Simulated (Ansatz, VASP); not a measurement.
**One calculation of BN, two programs**

```
B N
1.0
     0.00000    1.60462    1.60462
     1.60462    0.00000    1.60462
     1.60462    1.60462    0.00000
B N
1 1
Direct
  0.00000 0.00000 0.00000
  0.25000 0.25000 0.25000
```

Change from the starting cell: volume scaled by 0.72, crystal datasets.

Alike in both runs: task single point; functional LDA; k mesh 15 × 15 × 15; occupations fermi-dirac, width 0.1 eV; no spin polarisation.

|  | VASP | Ansatz |
| --- | --- | --- |
| version | VASP 6.6.1 | Ansatz 0.2.0 |
| potentials or method | VASP PAW LDA potentials, release 64 (B, N), cutoff 600 eV | all-electron PAW with datasets made for the crystal, scalar-relativistic |

Ansatz gave:

```
gap on the k mesh at the Fermi level (eV) : 4.81
pressure (GPa)                            : 238.0
```

**Question.** Estimate VASP's values.

**Answer.** gap on the k mesh at the Fermi level (eV): 4.78; pressure (GPa): 239.7.

LDA's correlation is that of Perdew and Zunger in VASP and of Perdew and Wang (1992) in Ansatz. Both programs put the cell under a high pressure, so it lies far from rest at this level. Ansatz ran all-electron here, and VASP with PAW potentials.

Noted on VASP's run: the cell as given lies far from equilibrium.
